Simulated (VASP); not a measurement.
# C (Fmmm) in VASP: further runs

Runs on C. Level: r2SCAN. Tasks: single point.

Everything below comes from runs of VASP 6.6.1. Logs are shortened: lines on timing, memory, paths and dates and some standing lists are left out, and cuts for length are marked.

## 1. The cell of the first run

It takes space group Fmmm (No. 69, orthorhombic). The conventional cell has a = 2.419 Å, b = 4.190 Å, c = 6.495 Å, α = 90.00°, β = 90.00°, γ = 90.00°. C (site symmetry m2m) has 3 C at 1.40 Å within 1.9 Å.

## 2. Single point, r2SCAN (strain -0.015 along x and y, -0.030 along z)

The input, POSCAR:

```
C
1.0
    0.0000000000      2.0950950000      3.2475600000
    1.2095800000      0.0000000000      3.2475600000
    1.2095800000      2.0950950000      0.0000000000
C
2
Direct
    0.1666700000      0.8333300000      0.1666700000
    0.8333300000      0.1666700000      0.8333300000
```

The input, INCAR.step1:

```
  PREC = Accurate
  ENCUT = 520
  ISMEAR = 0
  SIGMA = 0.05
  LREAL = F
  LASPH = T
  NELM = 60
  NBANDS = 11
  GGA = PE
  ALGO = Normal
  EDIFF = 1E-4
  LWAVE = T
  LCHARG = F
```

The input, INCAR.step2:

```
  PREC = Accurate
  ENCUT = 520
  EDIFF = 1E-6
  ISMEAR = 0
  SIGMA = 0.05
  LREAL = F
  LASPH = T
  NELM = 60
  ALGO = Normal
  ISIF = 2
  LWAVE = F
  LCHARG = F
  METAGGA = R2SCAN
  LMIXTAU = T
  NBANDS = 11
  ISTART = 1
```

The input, KPOINTS:

```
Automatic mesh
0
Gamma
  14 14 14
```

Potentials or basis: VASP PAW PBE potentials, release 64 (C).

Launch:

```
$ cat potpaw_PBE.64/C/POTCAR > POTCAR
$ cp INCAR.step1 INCAR
$ mpirun -np 1 vasp_std > vasp.out
$ cp INCAR.step2 INCAR
$ mpirun -np 1 vasp_std > vasp.out
```

OUTCAR:

```text
PREC = Accurate
   ENCUT = 520
   EDIFF = 1E-6
   ISMEAR = 0
   LREAL = F
   LASPH = T
   NELM = 60
   ISIF = 2
   METAGGA = R2SCAN
   ISTART = 1

 ion  position               nearest neighbor table
   1  0.167  0.833  0.167-   2 1.40   2 1.40   2 1.40
   2  0.833  0.167  0.833-   1 1.40   1 1.40   1 1.40

  LATTYP: Found a face centered orthorhombic cell.
 ALAT       =     2.4191600000
 B/A-ratio  =     1.7320846906
 C/A-ratio  =     2.6848658212

  Lattice vectors:

 A1 = (   0.0000000000,   2.0950950000,   3.2475600000)
 A2 = (   1.2095800000,   0.0000000000,   3.2475600000)
 A3 = (   1.2095800000,   2.0950950000,   0.0000000000)

Analysis of symmetry for initial positions (statically):
=====================================================================
 Subroutine PRICEL returns:
 Original cell was already a primitive cell.

 Routine SETGRP: Setting up the symmetry group for a
 face centered orthorhombic supercell.

 Subroutine GETGRP returns: Found  8 space group operations
 (whereof  8 operations were pure point group operations)
 out of a pool of  8 trial point group operations.

The static configuration has the point symmetry D_2h.

Analysis of symmetry for dynamics (positions and initial velocities):
=====================================================================
 Subroutine PRICEL returns:
 Original cell was already a primitive cell.

 Routine SETGRP: Setting up the symmetry group for a
 face centered orthorhombic supercell.

 Subroutine GETGRP returns: Found  8 space group operations
 (whereof  8 operations were pure point group operations)
 out of a pool of  8 trial point group operations.

The dynamic configuration has the point symmetry D_2h.

 Subroutine INISYM returns: Found  8 space group operations
 (whereof  8 operations are pure point group operations),
 and found     1 'primitive' translations

----------------------------------------------------------------------------------------

                                     Primitive cell

  volume of cell :      16.4598

  direct lattice vectors                    reciprocal lattice vectors
     0.000000000  2.095095000  3.247560000    -0.413366623  0.238652663  0.153961744
     1.209580000  0.000000000  3.247560000     0.413366623 -0.238652663  0.153961744
     1.209580000  2.095095000  0.000000000     0.413366623  0.238652663 -0.153961744

  length of vectors
     3.864721078  3.465505696  2.419195493     0.501528939  0.501528939  0.501528939

  position of ions in fractional coordinates (direct lattice)
     0.166670000  0.833330000  0.166670000
     0.833330000  0.166670000  0.833330000

  ion indices of the primitive-cell ions
   primitive index   ion index
                 1           1
                 2           2

----------------------------------------------------------------------------------------

 KPOINTS: Automatic mesh

Automatic generation of k-mesh.
 Grid dimensions read from file:
 generate k-points for:   14   14   14

 Generating k-lattice:

  Cartesian coordinates                     Fractional coordinates (reciprocal lattice)
    -0.029526187  0.017046619  0.010997267     0.071428571  0.000000000  0.000000000
     0.029526187 -0.017046619  0.010997267     0.000000000  0.071428571  0.000000000
     0.029526187  0.017046619 -0.010997267     0.000000000  0.000000000  0.071428571

  Length of vectors
     0.035823496  0.035823496  0.035823496

  Shift w.r.t. Gamma in fractional coordinates (k-lattice)
     0.000000000  0.000000000  0.000000000

 Subroutine IBZKPT returns following result:
 ===========================================

 Found    428 irreducible k-points:

 Following reciprocal coordinates:
            Coordinates               Weight
  0.000000  0.000000  0.000000      1.000000
  0.071429 -0.000000 -0.000000      8.000000
  0.142857  0.000000 -0.000000      8.000000
  0.214286 -0.000000 -0.000000      8.000000
  0.285714 -0.000000 -0.000000      8.000000
  0.357143 -0.000000 -0.000000      8.000000
[... 16 lines left out ...]
  0.214286  0.142857 -0.000000      8.000000
  0.285714  0.142857 -0.000000      8.000000
 [... further k-points ...]
   k-points           NKPTS =    428   k-points in BZ     NKDIM =    428   number of bands    NBANDS=     11
   number of dos      NEDOS =    301   number of ions     NIONS =      2
   total plane-waves  NPLWV =  15120
   dimension x,y,z NGX =    30 NGY =   28 NGZ =   18
   dimension x,y,z NGXF=    60 NGYF=   56 NGZF=   36
   ions per type =               2
   NGX,Y,Z   is equivalent  to a cutoff of  12.90, 13.43, 12.37 a.u.
   NGXF,Y,Z  is equivalent  to a cutoff of  25.81, 26.86, 24.74 a.u.
 SYSTEM =  unknown system
   PREC   = accura    normal or accurate (medium, high low for compatibility)
   ISTART =      1    job   : 0-new  1-cont  2-samecut
   ICHARG =      0    charge: 1-file 2-atom 10-const
   ISPIN  =      1    spin polarized calculation?
   LNONCOLLINEAR =      F non collinear calculations
   LSORBIT =      F    spin-orbit coupling
   LASPH  =      T    aspherical Exc in radial PAW
   ENCUT  =  520.0 eV  38.22 Ry    6.18 a.u.   7.19  6.44  4.50*2*pi/ulx,y,z
   NELM   =     60;   NELMIN=  2; NELMDL=  0     # of ELM steps
   EDIFF  = 0.1E-05   stopping-criterion for ELM
   LREAL  =      F    real-space projection
   EDIFFG = 0.1E-04   stopping-criterion for IOM
   NSW    =      0    number of steps for IOM
   IBRION =     -1    ionic relax: 0-MD 1-quasi-New 2-CG
   NFREE  =      0    steps in history (QN), initial steepest desc. (CG)
   ISIF   =      2    stress and relaxation
   ISYM   =      2    0-nonsym 1-usesym 2-fastsym
   POTIM  = 0.5000    time-step for ionic-motion
   TEBEG  =    0.0;   TEEND  =   0.0 temperature during run
   PSTRESS=    0.0 pullay stress
   NELECT =       8.0000    total number of electrons
   NUPDOWN=      -1.0000    fix difference up-down
   EMIN   =  10.00;   EMAX   =-10.00  energy-range for DOS
   EFERMI =   0.00;   METHOD = LEGACY
   ISMEAR =     0;   SIGMA  =   0.05  broadening in eV -4-tet -1-fermi 0-gaus
   EFERMI_NEDOS =   21; number of points for ismear=-14 and -15
   IALGO  =     38    algorithm
   IMIX   =      4    mixing-type and parameters
     AMIX     =   0.40;   BMIX     =  1.00
     AMIX_MAG =   1.60;   BMIX_MAG =  1.00
  volume/ion in A,a.u.               =       8.23        55.54
  Fermi-wavevector in a.u.,A,eV,Ry     =   1.287151  2.432364 22.541574  1.656759
  Thomas-Fermi vector in A             =   2.419183
   LORBIT       =      0    0 simple, 1 ext, 2 COOP (PROOUT), +10 PAW based schemes
   METAGGA = R2SCAN    functional components
   LHFCALC =     F    Hartree Fock is set to
   AEXX    =    0.0000 exact exchange contribution
   IVDW    =     0    specifies the selected vdW correction
   LEPSILON=     F    determine dielectric tensor
   LRPA    =     F    only Hartree local field effects (RPA)
 non-spin polarized calculation
 Gauss-broadening in eV      SIGMA  =   0.05
  energy-cutoff  :      520.00
  volume of cell :       16.46
 maximum number of plane-waves:       460
 NGX is ok and might be reduce to    30
   NGX = 15   NGY = 13   NGZ =  9

 number of electron       7.9999999 magnetization

 Free energy of the ion-electron system (eV)
  ---------------------------------------------------
  ext. energy  EPLUGINS =         0.00000000
  ---------------------------------------------------
  free energy    TOTEN  =       -19.82410937 eV

  energy without entropy =      -19.82410934  energy(sigma->0) =      -19.82410936

 E-fermi :   5.6361     XC(G=0): -11.4797

 val. band max:        5.5013834137   @ k =   0.5000  -0.1429   0.3571
 cond. band min:       5.7848404309   @ k =  -0.1429   0.2143   0.2857
 fundamental gap:      0.2834570173
 Fermi energy:         5.6360527702

 k-point     1 :       0.0000    0.0000    0.0000
  band No.  band energies     occupation
      1     -16.1199      2.00000
      2      -1.8937      2.00000
      3       2.0960      2.00000
      4       2.1306      2.00000
      5       9.8553      0.00000
      6      14.3026      0.00000
      7      14.3956      0.00000
      8      18.3004      0.00000
      9      19.7370      0.00000
     10      29.9382      0.00000
     11      33.4193      0.00000

 k-point     2 :       0.0714   -0.0000   -0.0000
  band No.  band energies     occupation
      1     -15.9826      2.00000
      2      -1.7781      2.00000
      3       1.5925      2.00000
      4       1.8195      2.00000
      5      10.0831      0.00000
      6      14.4483      0.00000
      7      14.9094      0.00000
      8      17.7573      0.00000
      9      19.9783      0.00000
     10      30.3702      0.00000
     11      31.5969      0.00000

 k-point     3 :       0.1429    0.0000   -0.0000
  band No.  band energies     occupation
      1     -15.5725      2.00000
      2      -1.4293      2.00000
      3       0.2087      2.00000
      4       1.1130      2.00000
      5      10.7597      0.00000
      6      14.5104      0.00000
      7      16.2860      0.00000
      8      16.4879      0.00000
      9      20.7549      0.00000
     10      28.8828      0.00000
     11      31.5112      0.00000
[... 267 lines left out ...]
 k-point    23 :       0.2143    0.1429   -0.0000
  band No.  band energies     occupation
      1     -15.8877      2.00000
      2      -2.5061      2.00000
      3       1.5808      2.00000
      4       1.8188      2.00000
      5      11.6835      0.00000
      6      14.4322      0.00000
      7      14.9044      0.00000
      8      17.8335      0.00000
      9      19.9154      0.00000
     10      30.1258      0.00000
     11      31.4044      0.00000

 k-point    24 :       0.2857    0.1429   -0.0000
  band No.  band energies     occupation
      1     -15.4546      2.00000
      2      -2.2955      2.00000
      3       0.1829      2.00000
      4       1.1129      2.00000
      5      12.7415      0.00000
      6      14.5141      0.00000
      7      16.3847      0.00000
      8      16.5606      0.00000
      9      20.6283      0.00000
     10      29.1508      0.00000
     11      31.1876      0.00000

 [... further k-points ...]

------------------------ aborting loop because EDIFF is reached ----------------------------------------

  FORCE on cell =-STRESS in cart. coord.  units (eV):
  Direction    XX          YY          ZZ          XY          YZ          ZX
  --------------------------------------------------------------------------------------
  -------------------------------------------------------------------------------------
  Total        2.2640050      2.2582993      0.3652992      0.0000000      0.0000000      0.0000000
  in kB      220.3750763    219.8196898     35.5577105      0.0000000      0.0000000      0.0000000
  external PRESSURE =     158.5841589 kB  Pullay stress =       0.0000000 kB

 VOLUME and BASIS-vectors are now :
 -----------------------------------------------------------------------------
  energy-cutoff  :      520.00
  volume of cell :       16.46
      direct lattice vectors                 reciprocal lattice vectors
     0.000000000  2.095095000  3.247560000    -0.413366623  0.238652663  0.153961744
     1.209580000  0.000000000  3.247560000     0.413366623 -0.238652663  0.153961744
     1.209580000  2.095095000  0.000000000     0.413366623  0.238652663 -0.153961744

 POSITION                                       TOTAL-FORCE (eV/Angst)
 -----------------------------------------------------------------------------------
      1.20958      0.69838      3.24756         0.000000      0.034342      0.000000
      1.20958      3.49181      3.24756         0.000000     -0.034342      0.000000
 -----------------------------------------------------------------------------------
    total drift:                               -0.000000     -0.000000     -0.000000

  FREE ENERGIE OF THE ION-ELECTRON SYSTEM (eV)
  ---------------------------------------------------
  free  energy   TOTEN  =       -19.8241093748 eV

  energy  without entropy=      -19.8241093440  energy(sigma->0) =      -19.82410936
```

It took 7.7 min on 1 thread of Intel Xeon 8259CL, shared host; peak memory 0.19 GiB.

What came out:

```yaml
Free_energy: -19.8241 eV
Pressure: 15.9 GPa
Largest_force: 0.034 eV/Å
```

Forces in eV/Å, atoms in the order of the input:
```
C    0.000  0.034  0.000
C    0.000 -0.034  0.000
```

Caveat: the cell differs from its parent crystal (strain -0.015 along x and y, -0.030 along z); the cell stands under pressure; the PAW data sets were made with another functional, which shifts forces and pressure a little.

[end of part 1 of 2]
